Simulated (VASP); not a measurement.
A run of VASP 6.6.1 is set up as follows.

Contents of POSCAR:

```
LiF
1.0
    3.0810519475      0.0000000000      0.0000000000
   -1.5405259738      2.6682692570      0.0000000000
    0.0000000000      0.0000000000      4.7852337722
Li F
2 2
Direct
    0.3333333333      0.6666666667      0.3824388604
    0.6666666667      0.3333333333      0.8824388604
    0.3333333333      0.6666666667      0.9925591396
    0.6666666667      0.3333333333      0.4925591396
```

INCAR.step1

```
SYSTEM = LiF
PREC     = Accurate       ! precision mode
ENCUT    = 500            ! plane-wave cutoff, eV
EDIFF    = 1E-8           ! SCF threshold, eV
ISMEAR   = 0              ! smearing method
SIGMA    = 0.01           ! smearing width, eV
LREAL    = .FALSE.        ! projectors in reciprocal space
LASPH    = .TRUE.         ! aspherical terms in the spheres
NELM     = 100            ! most SCF steps
ALGO     = Normal         ! electronic algorithm
LWAVE    = .TRUE.         ! write WAVECAR
LCHARG   = .FALSE.        ! write CHGCAR
METAGGA  = R2SCAN         ! meta-GGA
LMIXTAU  = .TRUE.
```

File INCAR.step2:

```
SYSTEM = LiF
PREC     = Accurate       ! precision mode
ENCUT    = 500            ! plane-wave cutoff, eV
EDIFF    = 1E-8           ! SCF threshold, eV
ISMEAR   = 0              ! smearing method
SIGMA    = 0.01           ! smearing width, eV
LREAL    = .FALSE.        ! projectors in reciprocal space
LASPH    = .TRUE.         ! aspherical terms in the spheres
NELM     = 1              ! most SCF steps
ALGO     = Exact          ! electronic algorithm
LWAVE    = .TRUE.         ! write WAVECAR
LCHARG   = .FALSE.        ! write CHGCAR
METAGGA  = R2SCAN         ! meta-GGA
LMIXTAU  = .TRUE.       
NBANDS   = 71             ! bands
LOPTICS  = .TRUE.         ! frequency-dependent dielectric function
ISTART   = 1
```

Contents of INCAR.step3:

```
SYSTEM = LiF
PREC     = Accurate       ! precision mode
ENCUT    = 500            ! plane-wave cutoff, eV
EDIFF    = 1E-8           ! SCF threshold, eV
ISMEAR   = 0              ! smearing method
SIGMA    = 0.01           ! smearing width, eV
LREAL    = .FALSE.        ! projectors in reciprocal space
LASPH    = .TRUE.         ! aspherical terms in the spheres
ALGO     = EVGW0          ! electronic algorithm
LWAVE    = .FALSE.        ! write WAVECAR
LCHARG   = .FALSE.        ! write CHGCAR
METAGGA  = R2SCAN         ! meta-GGA
LMIXTAU  = .TRUE.       
NELMGW   = 1            
NBANDS   = 71             ! bands
ENCUTGW  = 80.0           ! cutoff of the response function
NOMEGA   = 96             ! frequency points
PRECFOCK = Fast         
ISTART   = 1            
NBANDSGW = 16           
OMEGAMAX = 20
```

The input KPOINTS:

```
Automatic mesh
0
G
  9 9 4
  0 0 0
```

Potentials or basis: VASP PAW PBE potentials, release 64 (Li_GW, F_GW).

The run is started by

```bash
$ cat potpaw_PBE.64/Li_GW/POTCAR potpaw_PBE.64/F_GW/POTCAR > POTCAR
$ cp INCAR.step1 INCAR
$ mpirun -np 1 vasp_std > vasp.out
$ cp INCAR.step2 INCAR
$ mpirun -np 1 vasp_std > vasp.out
$ cp INCAR.step3 INCAR
$ mpirun -np 1 vasp_std > vasp.out
```

What does it give for the quasiparticle gap?

12.41 eV.

Estimate the least direct quasiparticle gap.

12.41 eV.

Estimate the least direct gap of the starting levels on the mesh.

8.57 eV.

Predict the band gap of the starting levels on the mesh.

8.57 eV.

Caveat: bands, screening cutoff and mesh are small and nothing is extrapolated, so the quasiparticle values aren't converged.
